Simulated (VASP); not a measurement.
# Li3Si5P (P6/mmm) in VASP: a series of runs

Runs on Li3Si5P. Level: PBE. Tasks: single point, relaxation of cell and atoms.

Program: VASP 6.6.1. These are calculated values, not measurements. Logs are shortened: lines on timing, memory, paths and dates and some standing lists are left out, and cuts for length are marked.

**1. The cell of the first run**

Symmetry: P6/mmm, No. 191, hexagonal system. Conventional cell: a = 7.365 Å, b = 7.365 Å, c = 4.397 Å, α = 90.00°, β = 90.00°, γ = 120.00°. Within 2.8 Å of Li (site symmetry -6m2) lie 5 Si at 2.13 to 2.20 Å. Li (site symmetry 6/mmm) has 2 P at 2.20 Å within 2.9 Å. Si (site symmetry mmm) has 2 Li at 2.13 Å within 2.8 Å. Within 2.9 Å of Si (site symmetry -6m2) lie 2 Li at 2.20 Å. P (site symmetry 6/mmm) has 2 Li at 2.20 Å within 2.9 Å.

The cell was built from a structure type or drawn by symmetry, and may not be a known phase.

**2. Single point, PBE**

INCAR

```
SYSTEM = Li3Si5P
ALGO = Normal
EDIFF = 1E-7
ENCUT = 520
GGA = PE
ISIF = 2
ISMEAR = 0
LASPH = .True.
LCHARG = .False.
LREAL = .False.
LWAVE = .False.
NBANDS = 27
NELM = 100
PREC = Accurate
SIGMA = 0.1
```

KPOINTS

```
k-points
0
Gamma
  6 6 8
  0 0 0
```

POSCAR

```
Li3Si5P
1.0
    7.3645251997      0.0000000000      0.0000000000
   -3.6822625999      6.3778659098      0.0000000000
    0.0000000000      0.0000000000      4.3973371292
Li Si P
3 5 1
Direct
    0.3333333333      0.6666666667      0.0000000000
    0.6666666667      0.3333333333      0.0000000000
    0.0000000000      0.0000000000      0.5000000000
    0.5000000000      0.0000000000      0.0000000000
    0.0000000000      0.5000000000      0.0000000000
    0.5000000000      0.5000000000      0.0000000000
    0.3333333333      0.6666666667      0.5000000000
    0.6666666667      0.3333333333      0.5000000000
    0.0000000000      0.0000000000      0.0000000000
```

Potentials or basis: VASP PAW PBE potentials, release 64 (Li_sv, Si, P).

Run with:

```
> cat potpaw_PBE.64/Li_sv/POTCAR potpaw_PBE.64/Si/POTCAR potpaw_PBE.64/P/POTCAR > POTCAR
> mpirun -np 1 vasp_std > vasp.out
```

OUTCAR:

```text
SYSTEM = Li3Si5P
   EDIFF = 1E-7
   ENCUT = 520
   GGA = PE
   ISIF = 2
   ISMEAR = 0
   LASPH = .True.
   LREAL = .False.
   NELM = 100
   PREC = Accurate

 ion  position               nearest neighbor table
   1  0.333  0.667  0.000-   5 2.13   4 2.13   6 2.13   7 2.20   7 2.20
   2  0.667  0.333  0.000-   5 2.13   4 2.13   6 2.13   8 2.20   8 2.20
   3  0.000  0.000  0.500-   9 2.20   9 2.20
   4  0.500  0.000  0.000-   1 2.13   2 2.13   7 3.06   8 3.06   7 3.06   8 3.06
   5  0.000  0.500  0.000-   1 2.13   2 2.13   7 3.06   8 3.06   7 3.06   8 3.06
   6  0.500  0.500  0.000-   1 2.13   2 2.13   7 3.06   8 3.06   7 3.06   8 3.06
   7  0.333  0.667  0.500-   1 2.20   1 2.20   5 3.06   5 3.06   4 3.06   4 3.06   6 3.06   6 3.06

   8  0.667  0.333  0.500-   2 2.20   2 2.20   5 3.06   5 3.06   4 3.06   4 3.06   6 3.06   6 3.06

   9  0.000  0.000  0.000-   3 2.20   3 2.20

  LATTYP: Found a hexagonal cell.
 ALAT       =     7.3645251997
 C/A-ratio  =     0.5970971665

  Lattice vectors:

 A1 = (   7.3645251997,   0.0000000000,   0.0000000000)
 A2 = (  -3.6822625999,   6.3778659098,   0.0000000000)
 A3 = (   0.0000000000,   0.0000000000,   4.3973371292)

Analysis of symmetry for initial positions (statically):
=====================================================================
 Subroutine PRICEL returns:
 Original cell was already a primitive cell.

 Routine SETGRP: Setting up the symmetry group for a
 hexagonal supercell.

 Subroutine GETGRP returns: Found 24 space group operations
 (whereof 24 operations were pure point group operations)
 out of a pool of 24 trial point group operations.

The static configuration has the point symmetry D_6h.

Analysis of symmetry for dynamics (positions and initial velocities):
=====================================================================
 Subroutine PRICEL returns:
 Original cell was already a primitive cell.

 Routine SETGRP: Setting up the symmetry group for a
 hexagonal supercell.

 Subroutine GETGRP returns: Found 24 space group operations
 (whereof 24 operations were pure point group operations)
 out of a pool of 24 trial point group operations.

The dynamic configuration has the point symmetry D_6h.

 Subroutine INISYM returns: Found 24 space group operations
 (whereof 24 operations are pure point group operations),
 and found     1 'primitive' translations

----------------------------------------------------------------------------------------

                                     Primitive cell

  volume of cell :     206.5427

  direct lattice vectors                    reciprocal lattice vectors
     7.364525200  0.000000000  0.000000000     0.135786079  0.078396129  0.000000000
    -3.682262600  6.377865910  0.000000000     0.000000000  0.156792258  0.000000000
     0.000000000  0.000000000  4.397337129     0.000000000  0.000000000  0.227410356

  length of vectors
     7.364525200  7.364525200  4.397337129     0.156792258  0.156792258  0.227410356

  position of ions in fractional coordinates (direct lattice)
     0.333333333  0.666666667  0.000000000
     0.666666667  0.333333333  0.000000000
     0.000000000  0.000000000  0.500000000
     0.500000000  0.000000000  0.000000000
     0.000000000  0.500000000  0.000000000
     0.500000000  0.500000000  0.000000000
     0.333333333  0.666666667  0.500000000
     0.666666667  0.333333333  0.500000000
     0.000000000  0.000000000  0.000000000

  ion indices of the primitive-cell ions
   primitive index   ion index
                 1           1
                 2           2
                 3           3
                 4           4
                 5           5
                 6           6
                 7           7
                 8           8
                 9           9

----------------------------------------------------------------------------------------

 KPOINTS: k-points

Automatic generation of k-mesh.
 Grid dimensions read from file:
 generate k-points for:    6    6    8

 Generating k-lattice:

  Cartesian coordinates                     Fractional coordinates (reciprocal lattice)
     0.022631013  0.013066022  0.000000000     0.166666667  0.000000000  0.000000000
     0.000000000  0.026132043  0.000000000     0.000000000  0.166666667  0.000000000
     0.000000000  0.000000000  0.028426294     0.000000000  0.000000000  0.125000000

  Length of vectors
     0.026132043  0.026132043  0.028426294

  Shift w.r.t. Gamma in fractional coordinates (k-lattice)
     0.000000000  0.000000000  0.000000000

 Subroutine IBZKPT returns following result:
 ===========================================

 Found     35 irreducible k-points:

 Following reciprocal coordinates:
            Coordinates               Weight
  0.000000  0.000000  0.000000      1.000000
  0.166667  0.000000  0.000000      6.000000
  0.333333  0.000000  0.000000      6.000000
  0.500000  0.000000  0.000000      3.000000
  0.166667  0.166667  0.000000      6.000000
  0.333333  0.166667  0.000000     12.000000
[... 16 lines left out ...]
  0.166667  0.000000  0.375000     12.000000
  0.333333  0.000000  0.375000     12.000000
 [... further k-points ...]
   k-points           NKPTS =     35   k-points in BZ     NKDIM =     35   number of bands    NBANDS=     27
   number of dos      NEDOS =    301   number of ions     NIONS =      9
   total plane-waves  NPLWV = 112896
   dimension x,y,z NGX =    56 NGY =   56 NGZ =   36
   dimension x,y,z NGXF=   112 NGYF=  112 NGZF=   72
   ions per type =               3   5   1
   NGX,Y,Z   is equivalent  to a cutoff of  12.64, 12.64, 13.61 a.u.
   NGXF,Y,Z  is equivalent  to a cutoff of  25.28, 25.28, 27.22 a.u.
 SYSTEM =  Li3Si5P
   PREC   = accura    normal or accurate (medium, high low for compatibility)
   ISTART =      0    job   : 0-new  1-cont  2-samecut
   ICHARG =      2    charge: 1-file 2-atom 10-const
   ISPIN  =      1    spin polarized calculation?
   LNONCOLLINEAR =      F non collinear calculations
   LSORBIT =      F    spin-orbit coupling
   LASPH  =      T    aspherical Exc in radial PAW
   ENCUT  =  520.0 eV  38.22 Ry    6.18 a.u.  13.69 13.69  8.18*2*pi/ulx,y,z
   NELM   =    100;   NELMIN=  2; NELMDL= -5     # of ELM steps
   EDIFF  = 0.1E-06   stopping-criterion for ELM
   LREAL  =      F    real-space projection
   EDIFFG = 0.1E-05   stopping-criterion for IOM
   NSW    =      0    number of steps for IOM
   IBRION =     -1    ionic relax: 0-MD 1-quasi-New 2-CG
   NFREE  =      0    steps in history (QN), initial steepest desc. (CG)
   ISIF   =      2    stress and relaxation
   ISYM   =      2    0-nonsym 1-usesym 2-fastsym
   POTIM  = 0.5000    time-step for ionic-motion
   TEBEG  =    0.0;   TEEND  =   0.0 temperature during run
   PSTRESS=    0.0 pullay stress
   NELECT =      34.0000    total number of electrons
   NUPDOWN=      -1.0000    fix difference up-down
   EMIN   =  10.00;   EMAX   =-10.00  energy-range for DOS
   EFERMI =   0.00;   METHOD = LEGACY
   ISMEAR =     0;   SIGMA  =   0.10  broadening in eV -4-tet -1-fermi 0-gaus
   EFERMI_NEDOS =   21; number of points for ismear=-14 and -15
   IALGO  =     38    algorithm
   IMIX   =      4    mixing-type and parameters
     AMIX     =   0.40;   BMIX     =  1.00
     AMIX_MAG =   1.60;   BMIX_MAG =  1.00
  volume/ion in A,a.u.               =      22.95       154.87
  Fermi-wavevector in a.u.,A,eV,Ry     =   0.897218  1.695496 10.952685  0.805000
  Thomas-Fermi vector in A             =   2.019774
   LORBIT       =      0    0 simple, 1 ext, 2 COOP (PROOUT), +10 PAW based schemes
   GGA     = PE    functional components
   LHFCALC =     F    Hartree Fock is set to
   AEXX    =    0.0000 exact exchange contribution
   IVDW    =     0    specifies the selected vdW correction
   LEPSILON=     F    determine dielectric tensor
   LRPA    =     F    only Hartree local field effects (RPA)
 non-spin polarized calculation
 Gauss-broadening in eV      SIGMA  =   0.10
  energy-cutoff  :      520.00
  volume of cell :      206.54
 maximum number of plane-waves:      5620
 NGX is ok and might be reduce to    56
   NGX = 27   NGY = 27   NGZ = 17

 number of electron      33.9999995 magnetization

 Free energy of the ion-electron system (eV)
  ---------------------------------------------------
  ext. energy  EPLUGINS =         0.00000000
  ---------------------------------------------------
  free energy    TOTEN  =       -27.93372814 eV

  energy without entropy =      -27.90380249  energy(sigma->0) =      -27.91876531

 E-fermi :   2.3249     XC(G=0):  -8.1955

 val. band max:        2.3149358267   @ k =   0.0000   0.0000   0.2500
 cond. band min:       2.3379001466   @ k =   0.1667   0.0000   0.3750
 fundamental gap:      0.0229643199
 Fermi energy:         2.3249210899

 k-point     1 :       0.0000    0.0000    0.0000
  band No.  band energies     occupation
      1     -42.7365      2.00000
      2     -42.7355      2.00000
      3     -42.2896      2.00000
      4      -6.9359      2.00000
      5      -5.6926      2.00000
      6      -4.6631      2.00000
[... 19 lines left out ...]
     26       6.0269      0.00000
     27       6.4745      0.00000

 k-point     2 :       0.1667    0.0000    0.0000
  band No.  band energies     occupation
      1     -42.7364      2.00000
      2     -42.7356      2.00000
      3     -42.2897      2.00000
      4      -6.8663      2.00000
      5      -5.7280      2.00000
      6      -5.1878      2.00000
[... 19 lines left out ...]
     26       6.0861      0.00000
     27       6.7553      0.00000

 k-point     3 :       0.3333    0.0000    0.0000
  band No.  band energies     occupation
      1     -42.7363      2.00000
      2     -42.7357      2.00000
      3     -42.2897      2.00000
      4      -6.6641      2.00000
      5      -5.9132      2.00000
      6      -5.5724      2.00000
[... 19 lines left out ...]
     26       6.2154      0.00000
     27       6.2268      0.00000

 k-point     4 :       0.5000    0.0000    0.0000
  band No.  band energies     occupation
      1     -42.7362      2.00000
      2     -42.7359      2.00000
      3     -42.2897      2.00000
      4      -6.4255      2.00000
      5      -6.2084      2.00000
      6      -5.6469      2.00000
[... 19 lines left out ...]
     26       5.7831      0.00000
     27       6.3023      0.00000

 k-point     5 :       0.1667    0.1667    0.0000
  band No.  band energies     occupation
      1     -42.7363      2.00000
      2     -42.7357      2.00000
      3     -42.2897      2.00000
      4      -6.7297      2.00000
      5      -5.7981      2.00000
      6      -5.5666      2.00000
[... 19 lines left out ...]
     26       6.1872      0.00000
     27       6.4189      0.00000

 k-point     6 :       0.3333    0.1667    0.0000
  band No.  band energies     occupation
      1     -42.7362      2.00000
      2     -42.7358      2.00000
      3     -42.2897      2.00000
      4      -6.4746      2.00000
      5      -6.0570      2.00000
      6      -5.7947      2.00000
[... 444 lines left out ...]
      1     -42.7358      2.00000
      2     -42.7358      2.00000
      3     -42.2895      2.00000
      4      -6.0218      2.00000
      5      -5.8494      2.00000
      6      -5.8494      2.00000
[... 19 lines left out ...]
     26       6.9527      0.00000
     27       6.9527      0.00000

 k-point    22 :       0.0000    0.0000    0.3750
  band No.  band energies     occupation
      1     -42.7361      2.00000
      2     -42.7352      2.00000
      3     -42.2894      2.00000
      4      -6.3249      2.00000
      5      -5.5664      2.00000
      6      -4.4159      2.00000
[... 19 lines left out ...]
     26       6.9106      0.00000
     27       7.0162      0.00000

 k-point    23 :       0.1667    0.0000    0.3750
  band No.  band energies     occupation
      1     -42.7361      2.00000
      2     -42.7353      2.00000
      3     -42.2894      2.00000
      4      -6.2747      2.00000
      5      -5.5694      2.00000
      6      -4.6418      2.00000
[... 19 lines left out ...]
     26       6.6234      0.00000
     27       7.1012      0.00000

 k-point    24 :       0.3333    0.0000    0.3750
  band No.  band energies     occupation
      1     -42.7359      2.00000
      2     -42.7354      2.00000
      3     -42.2894      2.00000
      4      -6.1480      2.00000
      5      -5.5843      2.00000
      6      -4.9653      2.00000
[... 19 lines left out ...]
     26       6.2038      0.00000
     27       7.0591      0.00000

 [... further k-points ...]
[... 5 lines left out ...]
  --------------------------------------------------------------------------------------
  -------------------------------------------------------------------------------------
  Total        0.0695829      0.0695829      0.1946301     -0.0000000     -0.0000000      0.0000000
  in kB        0.5397630      0.5397630      1.5097693     -0.0000000     -0.0000000      0.0000000
  external PRESSURE =       0.8630984 kB  Pullay stress =       0.0000000 kB

 VOLUME and BASIS-vectors are now :
 -----------------------------------------------------------------------------
  energy-cutoff  :      520.00
  volume of cell :      206.54
      direct lattice vectors                 reciprocal lattice vectors
     7.364525200  0.000000000  0.000000000     0.135786079  0.078396129  0.000000000
    -3.682262600  6.377865910  0.000000000     0.000000000  0.156792258  0.000000000
     0.000000000  0.000000000  4.397337129     0.000000000  0.000000000  0.227410356

 POSITION                                       TOTAL-FORCE (eV/Angst)
 -----------------------------------------------------------------------------------
     -0.00000      4.25191      0.00000        -0.000000      0.000000      0.000000
      3.68226      2.12596      0.00000         0.000000     -0.000000     -0.000000
      0.00000      0.00000      2.19867        -0.000000     -0.000000      0.000000
      3.68226      0.00000      0.00000        -0.000000     -0.000000      0.000000
     -1.84113      3.18893      0.00000        -0.000000     -0.000000      0.000000
      1.84113      3.18893      0.00000        -0.000000     -0.000000      0.000000
     -0.00000      4.25191      2.19867         0.000000     -0.000000     -0.000000
      3.68226      2.12596      2.19867        -0.000000     -0.000000      0.000000
      0.00000      0.00000      0.00000        -0.000000     -0.000000      0.000000
 -----------------------------------------------------------------------------------
    total drift:                                0.000000     -0.000000     -0.000000

  FREE ENERGIE OF THE ION-ELECTRON SYSTEM (eV)
  ---------------------------------------------------
  free  energy   TOTEN  =       -27.9337281429 eV

  energy  without entropy=      -27.9038024856  energy(sigma->0) =      -27.91876531
```

It took 1.8 min on 1 thread of Intel Xeon 6975P-C (Granite Rapids), shared host; peak memory 0.4 GiB.

What came out:

```
Free energy            : -27.9337 eV
Band gap on the k mesh : zero (bands 17 and 18 overlap by 1.42 eV)
```

Caveat: the cutoff is under 1.25 times the usual one of these potentials, so pressure, stress and relaxed cells hold a basis-set (Pulay) error.

**3. Relaxation of cell and atoms, PBE**

This run uses another cell than the first one, of 22.86 Å³/atom.

INCAR

```
  ALGO = Normal
  EDIFF = 1E-6
  EDIFFG = -0.01
  ENCUT = 600
  GGA = PE
  IBRION = 2
  ISIF = 3
  ISMEAR = 0
  LASPH = True
  LCHARG = False
  LREAL = False
  LWAVE = False
  NELM = 80
  NSW = 100
  PREC = Accurate
  SIGMA = 0.1
```

KPOINTS

```
k-points
0
Gamma
  6 6 8
```

POSCAR: that of step 2 with these lines changed.

```diff
@@ -2,5 +2,5 @@
 1.0
-    7.3645251997      0.0000000000      0.0000000000
-   -3.6822625999      6.3778659098      0.0000000000
-    0.0000000000      0.0000000000      4.3973371292
+    7.3651603186      0.0000000000      0.0000000000
+   -3.6825801593      6.3784159388      0.0000000000
+    0.0000000000      0.0000000000      4.3801737161
 Li Si P
```

Potentials or basis: VASP PAW PBE potentials, release 64 (Li_sv, Si, P).

Run with:

```
> cat potpaw_PBE.64/Li_sv/POTCAR potpaw_PBE.64/Si/POTCAR potpaw_PBE.64/P/POTCAR > POTCAR
> mpirun -np 1 vasp_std > vasp.out
```

Wall time 2.2 min (1 thread of Intel Xeon 6975P-C (Granite Rapids), shared host); peak memory 0.45 GiB.

Results (log left out):

```yaml
Free_energy: -27.9372 eV
Relaxed_volume: 22.97 Å³/atom
Relaxed_cell: a = 7.365 Å, b = 7.365 Å, c = 4.401 Å, α = 90.00°, β = 90.00°, γ = 120.00°
Space_group_after_relaxing_to_0.1_Å: P6/mmm (No. 191)
Energy_gained_by_relaxing: 0.2 meV/atom
Ionic_steps: 2
Pressure_after_relaxing: 0.0 GPa
Band_gap_on_the_k_mesh: zero (bands 17 and 18 overlap by 1.41 eV)
```

The path:
```csv
step,energy change (eV),largest force (eV/Å),pressure (GPa),volume (Å³)
1,0.0000,0.0000,0.22,205.77
2,-0.0021,0.0000,0.04,206.72
```

Final structure:
```xyz
9
Lattice="7.3650 0.0000 0.0000 -3.6825 6.3783 0.0000 0.0000 0.0000 4.4006" Properties=species:S:1:pos:R:3 pbc="T T T"
Li    0.0000    4.2522    0.0000
Li    3.6825    2.1261    4.4006
Li    7.3650    0.0000    2.2003
Si    3.6825    0.0000    4.4006
Si    5.5237    3.1891    4.4006
Si    1.8412    3.1891    4.4006
Si    0.0000    4.2522    2.2003
Si    3.6825    2.1261    2.2003
P     7.3650    0.0000    4.4006
```

Levels at points of the mesh, in eV from the Fermi level:
| k point | band 15 | band 16 | band 17 | band 18 | band 19 | band 20 |
| --- | --- | --- | --- | --- | --- | --- |
| (0.00, 0.00, 0.00) | -0.33 | -0.33 | 0.93 | 0.98 | 0.98 | 1.44 |
| (0.50, 0.00, 0.00) | -1.05 | -0.63 | -0.11 | 0.73 | 0.95 | 1.15 |
| (0.00, 0.00, 0.50) | -0.77 | 0.25 | 0.25 | 0.36 | 0.36 | 2.28 |
| (0.50, 0.00, 0.50) | -0.83 | -0.61 | -0.49 | 0.15 | 0.30 | 0.72 |

Caveat: the cutoff is under 1.25 times the usual one of these potentials, so pressure, stress and relaxed cells hold a basis-set (Pulay) error.
